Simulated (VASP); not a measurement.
# MnPtO6 (R-3) in VASP: single point with r2SCAN+U

Aim: the single point of MnPtO6 with r2SCAN+U.

Everything below comes from runs of VASP 6.6.1. Logs are shortened: lines on timing, memory, paths and dates and some standing lists are left out, and cuts for length are marked.

## 1. The cell of the first run

The structure is trigonal, space group R-3 (No. 148). Conventional cell: a = 4.686 Å, b = 4.686 Å, c = 13.002 Å, α = 90.00°, β = 90.00°, γ = 120.00°. Within 2.5 Å of Mn (site symmetry -3) lie 6 O at 1.86 Å. Within 2.4 Å of O (site symmetry 1) lie 1 Pt at 1.81 Å and 1 Mn at 1.86 Å. Pt (site symmetry -3) has 6 O at 1.81 Å within 2.4 Å.

## 2. Single point, r2SCAN+U, collinear spin, ferrimagnetic start

POSCAR reads:

```
MnPtO6
1.0
    4.6856717400      0.0000000000      0.0000000000
   -2.3428358700      4.0579152600      0.0000000000
   -2.3428358700      1.3526387500      4.3340087600
Mn O Pt
1 6 1
Direct
    0.5000000000      0.5000000000      0.5000000000
    0.2420000000      0.1180000000      0.7510000000
    0.8820000000      0.3730000000      0.7510000000
    0.6270000000      0.7580000000      0.7510000000
    0.7580000000      0.8820000000      0.2490000000
    0.1180000000      0.6270000000      0.2490000000
    0.3730000000      0.2420000000      0.2490000000
    0.0000000000      0.0000000000      0.0000000000
```

INCAR.step1 reads:

```
  PREC = Accurate
  ENCUT = 520
  ISMEAR = -1
  SIGMA = 0.1
  LREAL = False
  LASPH = True
  NELM = 150
  ISPIN = 2
  MAGMOM = 3.12 -0.15 -0.15 -0.15 -0.15 -0.15 -0.15 -0.16
  LMAXMIX = 4
  LDAU = True
  LDAUTYPE = 2
  LDAUL = 2 -1 -1
  LDAUU = 5.1 0 0
  LDAUJ = 0 0 0
  NBANDS = 44
  GGA = PE
  ALGO = Normal
  EDIFF = 1E-4
  LWAVE = True
  LCHARG = False
```

INCAR.step2 reads:

```
  PREC = Accurate
  ENCUT = 520
  EDIFF = 1E-6
  ISMEAR = -1
  SIGMA = 0.1
  LREAL = False
  LASPH = True
  NELM = 150
  ALGO = Normal
  ISIF = 2
  LWAVE = False
  LCHARG = False
  ISPIN = 2
  MAGMOM = 3.12 -0.15 -0.15 -0.15 -0.15 -0.15 -0.15 -0.16
  LORBIT = 11
  LMAXMIX = 4
  LDAU = True
  LDAUTYPE = 2
  LDAUL = 2 -1 -1
  LDAUU = 5.1 0 0
  LDAUJ = 0 0 0
  LDAUPRINT = 1
  METAGGA = R2SCAN
  LMIXTAU = True
  NBANDS = 44
  ISTART = 1
```

KPOINTS reads:

```
regular mesh
0
Gamma
  5 5 5
```

Potentials or basis: VASP PAW PBE potentials, release 64 (Mn_pv, O, Pt).

Launch:

```
cat potpaw_PBE.64/Mn_pv/POTCAR potpaw_PBE.64/O/POTCAR potpaw_PBE.64/Pt/POTCAR > POTCAR
cp INCAR.step1 INCAR
mpirun -np 1 vasp_std > vasp.out
cp INCAR.step2 INCAR
mpirun -np 1 vasp_std > vasp.out
```

OUTCAR:

```text
PREC = Accurate
   ENCUT = 520
   EDIFF = 1E-6
   ISMEAR = -1
   LREAL = False
   LASPH = True
   NELM = 150
   ISIF = 2
   ISPIN = 2
   LORBIT = 11
   METAGGA = R2SCAN
   ISTART = 1

 ion  position               nearest neighbor table
   1  0.500  0.500  0.500-   3 1.86   6 1.86   5 1.86   2 1.86   4 1.86   7 1.86
   2  0.242  0.118  0.751-   8 1.81   1 1.86
   3  0.882  0.373  0.751-   8 1.81   1 1.86
   4  0.627  0.758  0.751-   8 1.81   1 1.86
   5  0.758  0.882  0.249-   8 1.81   1 1.86
   6  0.118  0.627  0.249-   8 1.81   1 1.86
   7  0.373  0.242  0.249-   8 1.81   1 1.86
   8  0.000  0.000  0.000-   2 1.81   5 1.81   3 1.81   6 1.81   4 1.81   7 1.81

  LATTYP: Found a trigonal (rhomboedric) cell.
 ALAT       =     5.1090266125
 COS(alpha) =     0.5794300910

  Lattice vectors:

 A1 = (   0.0000000000,  -2.7052765100,   4.3340087600)
 A2 = (   2.3428358700,   1.3526387500,   4.3340087600)
 A3 = (  -2.3428358700,   1.3526387500,   4.3340087600)

Analysis of symmetry for initial positions (statically):
=====================================================================
 Subroutine PRICEL returns:
 Original cell was already a primitive cell.

 Routine SETGRP: Setting up the symmetry group for a
 trigonal (rhombohedral) supercell.

 Subroutine GETGRP returns: Found  6 space group operations
 (whereof  6 operations were pure point group operations)
 out of a pool of 12 trial point group operations.

The static configuration has the point symmetry S_6 .

Analysis of symmetry for dynamics (positions and initial velocities):
=====================================================================
 Subroutine PRICEL returns:
 Original cell was already a primitive cell.

 Routine SETGRP: Setting up the symmetry group for a
 trigonal (rhombohedral) supercell.

 Subroutine GETGRP returns: Found  6 space group operations
 (whereof  6 operations were pure point group operations)
 out of a pool of 12 trial point group operations.

The dynamic configuration has the point symmetry S_6 .

Analysis of structural, dynamic, and magnetic symmetry:
=====================================================================
 Subroutine PRICEL returns:
 Original cell was already a primitive cell.

 Routine SETGRP: Setting up the symmetry group for a
 trigonal (rhombohedral) supercell.

 Subroutine GETGRP returns: Found  6 space group operations
 (whereof  6 operations were pure point group operations)
 out of a pool of 12 trial point group operations.

The overall configuration has the point symmetry S_6 .

 Subroutine INISYM returns: Found  6 space group operations
 (whereof  6 operations are pure point group operations),
 and found     1 'primitive' translations

----------------------------------------------------------------------------------------

                                     Primitive cell

  volume of cell :      82.4071

  direct lattice vectors                    reciprocal lattice vectors
     4.685671740  0.000000000  0.000000000     0.213416572  0.123215979  0.076911080
    -2.342835870  4.057915260  0.000000000     0.000000000  0.246431957 -0.076911108
    -2.342835870  1.352638750  4.334008760     0.000000000  0.000000000  0.230733267

  length of vectors
     4.685671740  4.685675637  5.109025683     0.258155234  0.258155047  0.230733267

  position of ions in fractional coordinates (direct lattice)
     0.500000000  0.500000000  0.500000000
     0.242000000  0.118000000  0.751000000
     0.882000000  0.373000000  0.751000000
     0.627000000  0.758000000  0.751000000
     0.758000000  0.882000000  0.249000000
[... 110 lines left out ...]
   angular momentum for each species LDAUL =     2   -1   -1
   U (eV)           for each species LDAUU =   5.1  0.0  0.0
   J (eV)           for each species LDAUJ =   0.0  0.0  0.0
   METAGGA = R2SCAN    functional components
   LHFCALC =     F    Hartree Fock is set to
   AEXX    =    0.0000 exact exchange contribution
   IVDW    =     0    specifies the selected vdW correction
   LEPSILON=     F    determine dielectric tensor
   LRPA    =     F    only Hartree local field effects (RPA)
 spin polarized calculation
  energy-cutoff  :      520.00
  volume of cell :       82.41
 maximum number of plane-waves:      2244
   NGX = 17   NGY = 17   NGZ = 19

atom =   1  type =  1  l = 2

 onsite density matrix

spin component  1

  0.1441 -0.0705  0.0000 -0.0660  0.0000
 -0.0705  0.2258 -0.0000  0.0000 -0.0660
  0.0000 -0.0000  0.0957  0.0000  0.0000
 -0.0660  0.0000  0.0000  0.2258  0.0705
  0.0000 -0.0660  0.0000  0.0705  0.1441

spin component  2

  0.8396  0.1306 -0.0000  0.1359 -0.0000
  0.1306  0.6855  0.0000  0.0000  0.1359
 -0.0000  0.0000  0.9626 -0.0000  0.0000
  0.1359  0.0000 -0.0000  0.6855 -0.1306
 -0.0000  0.1359  0.0000 -0.1306  0.8396

 occupancies and eigenvectors

  o =  0.0801  v =  0.5149 -0.0481  0.0000  0.5503 -0.6555  0.0000  0.0000  0.0000  0.0000  0.0000      0.0000  0.0000  0.0000  0.0000  0.0000  0.0000  0.0000  0.0000  0.0000  0.0000
  o =  0.0801  v = -0.6555 -0.5503  0.0000 -0.0481 -0.5149  0.0000  0.0000  0.0000  0.0000  0.0000      0.0000  0.0000  0.0000  0.0000  0.0000  0.0000  0.0000  0.0000  0.0000  0.0000
  o =  0.0957  v =  0.0000  0.0000  1.0000 -0.0000  0.0000  0.0000  0.0000  0.0000  0.0000  0.0000      0.0000  0.0000  0.0000  0.0000  0.0000  0.0000  0.0000  0.0000  0.0000  0.0000
  o =  0.2898  v =  0.3902 -0.0260 -0.0000 -0.8332 -0.3910  0.0000  0.0000  0.0000  0.0000  0.0000      0.0000  0.0000  0.0000  0.0000  0.0000  0.0000  0.0000  0.0000  0.0000  0.0000
  o =  0.2898  v = -0.3910  0.8332 -0.0000 -0.0260 -0.3902  0.0000  0.0000  0.0000  0.0000  0.0000      0.0000  0.0000  0.0000  0.0000  0.0000  0.0000  0.0000  0.0000  0.0000  0.0000
  o =  0.5589  v =  0.0000  0.0000  0.0000  0.0000  0.0000  0.4133 -0.0248  0.0000 -0.8298 -0.3742      0.0000  0.0000  0.0000  0.0000  0.0000  0.0000  0.0000  0.0000  0.0000  0.0000
  o =  0.5589  v =  0.0000  0.0000  0.0000  0.0000  0.0000 -0.3742  0.8298  0.0000 -0.0248 -0.4133      0.0000  0.0000  0.0000  0.0000  0.0000  0.0000  0.0000  0.0000  0.0000  0.0000
  o =  0.9626  v =  0.0000  0.0000  0.0000  0.0000  0.0000 -0.0000 -0.0001  1.0000  0.0001 -0.0002      0.0000  0.0000  0.0000  0.0000  0.0000  0.0000  0.0000  0.0000  0.0000  0.0000
  o =  0.9662  v =  0.0000  0.0000  0.0000  0.0000  0.0000 -0.5493  0.0457  0.0002 -0.5556  0.6225      0.0000  0.0000  0.0000  0.0000  0.0000  0.0000  0.0000  0.0000  0.0000  0.0000
  o =  0.9662  v =  0.0000  0.0000  0.0000  0.0000  0.0000 -0.6225 -0.5556 -0.0002 -0.0457 -0.5493      0.0000  0.0000  0.0000  0.0000  0.0000  0.0000  0.0000  0.0000  0.0000  0.0000

 number of electron      58.9999999 magnetization      -2.2824484

 Free energy of the ion-electron system (eV)
  ---------------------------------------------------
  ext. energy  EPLUGINS =         0.00000000
  ---------------------------------------------------
  free energy    TOTEN  =      -101.69620321 eV

  energy without entropy =     -101.56523931  energy(sigma->0) =     -101.63072126

 E-fermi :   3.2661     XC(G=0): -12.0455

 val. band max:        3.2619304953   @ k =   0.4000  -0.4000   0.2000
 cond. band min:       3.2691936360   @ k =  -0.4000   0.2000   0.4000
 fundamental gap:      0.0072631407
 Fermi energy:         3.2661258711

 spin component 1

 k-point     1 :       0.0000    0.0000    0.0000
  band No.  band energies     occupation
      1     -44.9967      1.00000
      2     -44.9389      1.00000
      3     -44.9381      1.00000
      4     -17.6805      1.00000
      5     -16.3268      1.00000
      6     -16.3268      1.00000
[... 1001 lines left out ...]
     40      18.2676      0.00000
     41      18.9273      0.00000
 Fermi energy:         3.2661258711

 spin component 2

 k-point     1 :       0.0000    0.0000    0.0000
  band No.  band energies     occupation
      1     -49.5823      1.00000
      2     -49.5820      1.00000
      3     -49.5508      1.00000
      4     -17.4816      1.00000
      5     -16.1634      1.00000
      6     -16.1634      1.00000
[... 1001 lines left out ...]
     40      18.2447      0.00000
     41      18.9184      0.00000
 [bands above 41 left out]

------------------------ aborting loop because EDIFF is reached ----------------------------------------

  FORCE on cell =-STRESS in cart. coord.  units (eV):
  Direction    XX          YY          ZZ          XY          YZ          ZX
  --------------------------------------------------------------------------------------
  -------------------------------------------------------------------------------------
  Total       13.1438050     13.1438342      8.3809449      0.0000460      0.0000006     -0.0000000
  in kB      255.5448139    255.5453806    162.9442169      0.0008947      0.0000124     -0.0000000
  external PRESSURE =     224.6781372 kB  Pullay stress =       0.0000000 kB

 VOLUME and BASIS-vectors are now :
 -----------------------------------------------------------------------------
  energy-cutoff  :      520.00
  volume of cell :       82.41
      direct lattice vectors                 reciprocal lattice vectors
     4.685671740  0.000000000  0.000000000     0.213416572  0.123215979  0.076911080
    -2.342835870  4.057915260  0.000000000     0.000000000  0.246431957 -0.076911108
    -2.342835870  1.352638750  4.334008760     0.000000000  0.000000000  0.230733267

 POSITION                                       TOTAL-FORCE (eV/Angst)
 -----------------------------------------------------------------------------------
      0.00000      2.70528      2.16700         0.000000     -0.000000     -0.000000
     -0.90199      1.49467      3.25484         2.427718     -0.389447     -1.051695
      1.49941      2.52943      3.25484        -0.876589      2.297191     -1.051695
     -0.59742      4.09173      3.25484        -1.551129     -1.907745     -1.051695
      0.90199      3.91589      1.07917        -2.427718      0.389447      1.051695
     -1.49941      2.88112      1.07917         0.876589     -2.297191      1.051695
      0.59742      1.31882      1.07917         1.551129      1.907745      1.051695
      0.00000      0.00000      0.00000         0.000000      0.000000     -0.000000
 -----------------------------------------------------------------------------------
    total drift:                               -0.000000      0.000000      0.000000

  FREE ENERGIE OF THE ION-ELECTRON SYSTEM (eV)
  ---------------------------------------------------
  free  energy   TOTEN  =      -101.6962032142 eV

  energy  without entropy=     -101.5652393065  energy(sigma->0) =     -101.63072126

 total charge

# of ion       s       p       d       tot
------------------------------------------
    1        0.388   6.489   4.814  11.690
    2        1.594   3.428   0.000   5.022
    3        1.594   3.428   0.000   5.022
    4        1.594   3.428   0.000   5.022
    5        1.594   3.428   0.000   5.022
    6        1.594   3.428   0.000   5.022
    7        1.594   3.428   0.000   5.022
    8        0.874   1.581   7.743  10.198
--------------------------------------------------
tot         10.826  28.637  12.557  52.021

 magnetization (x)

# of ion       s       p       d       tot
------------------------------------------
    1       -0.017  -0.037  -3.175  -3.229
    2       -0.000   0.118   0.000   0.118
    3       -0.000   0.118   0.000   0.118
    4       -0.000   0.118   0.000   0.118
    5       -0.000   0.118   0.000   0.118
    6       -0.000   0.118   0.000   0.118
    7       -0.000   0.118   0.000   0.118
    8       -0.003   0.002   0.166   0.166
--------------------------------------------------
tot         -0.020   0.676  -3.009  -2.353
```

Run time: 6.6 min. Hardware: 1 thread of Intel Xeon Platinum 8559C (Emerald Rapids), shared host; peak memory 0.37 GiB.

What came out:

```yaml
Free_energy: -101.6962 eV
Pressure: 22.5 GPa
Largest_force: 2.674 eV/Å
Net_moment: -2.28 μB per cell
Site_moments: Mn -3.23; O +0.12; Pt +0.17 μB
Valence_electrons_inside_the_program's_atomic_spheres: Mn 11.69; O 5.02; Pt 10.20
```

Forces in eV/Å, atoms in the order of the input:
```
Mn   0.000  0.000  0.000
O    2.428 -0.389 -1.052
O   -0.877  2.297 -1.052
O   -1.551 -1.908 -1.052
O   -2.428  0.389  1.052
O    0.877 -2.297  1.052
O    1.551  1.908  1.052
Pt   0.000  0.000  0.000
```

Stress tensor (GPa, compression positive):
```
25.55  0.00  0.00
 0.00 25.55  0.00
 0.00  0.00 16.29
```

Levels at points of the mesh, in eV from the Fermi level:
Spin up:
```tsv
k point	band 26	band 27	band 28	band 29	band 30	band 31
(0.00, 0.00, 0.00)	-0.94	-0.94	-0.90	-0.90	-0.77	2.99
```
Spin down:
| k point | band 28 | band 29 | band 30 | band 31 | band 32 | band 33 | band 34 | band 35 |
| --- | --- | --- | --- | --- | --- | --- | --- | --- |
| (0.00, 0.00, 0.00) | -0.84 | -0.63 | -0.63 | -0.42 | -0.42 | 0.06 | 1.92 | 1.92 |

Eigenvalues of the final occupation matrices:
```csv
site,spin,trace,eigenvalues
site 1 d,1,0.84,0.08 0.08 0.10 0.29 0.29
site 1 d,2,4.01,0.56 0.56 0.96 0.97 0.97
```

Caveat: the PAW data sets were made with another functional, which shifts forces and pressure a little; spin-orbit coupling is left out, which moves the levels of the heavy elements; a cell with one magnetic atom can't hold antiferromagnetic order, which such compounds often take. The state reached can hang on the start; a lower one may exist.
